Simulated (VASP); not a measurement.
A run of VASP 6.6.1:

INCAR

```
PREC = Accurate
ENCUT = 520
EDIFF = 1E-6
ISMEAR = 0
SIGMA = 0.1
LREAL = False
LASPH = True
NELM = 150
ALGO = Normal
ISIF = 2
LWAVE = False
LCHARG = True
ISPIN = 2
MAGMOM = 3 0
LORBIT = 11
LMAXMIX = 4
GGA = PE
LELF = True
LVHAR = True
NBANDS = 20
```

Contents of KPOINTS:

```
Automatic mesh
0
Gamma
  14 14 14
```

File POSCAR:

```
FePt
1.0
    3.0592809269      0.0000000000      0.0000000000
    0.0000000000      3.0592809269      0.0000000000
    0.0000000000      0.0000000000      3.0592809269
Fe Pt
1 1
Direct
    0.0000000000      0.0000000000      0.0000000000
    0.5000000000      0.5000000000      0.5000000000
```

Potentials or basis: VASP PAW PBE potentials, release 64 (Fe, Pt).

The run is started by

```sh
$ cat potpaw_PBE.64/Fe/POTCAR potpaw_PBE.64/Pt/POTCAR > POTCAR
$ mpirun -np 1 vasp_std > vasp.out
```

Hardware: 1 thread of Intel(R) Xeon(R) 6975P-C (Granite Rapids), on a shared host.

**Question.** Estimate the wall time of this run.

**Answer.** Run time: 46 s on 1 thread of Intel(R) Xeon(R) 6975P-C (Granite Rapids), with other jobs on the host, peak memory 0.23 GiB. Counts: scf iterations 17, k points 120.
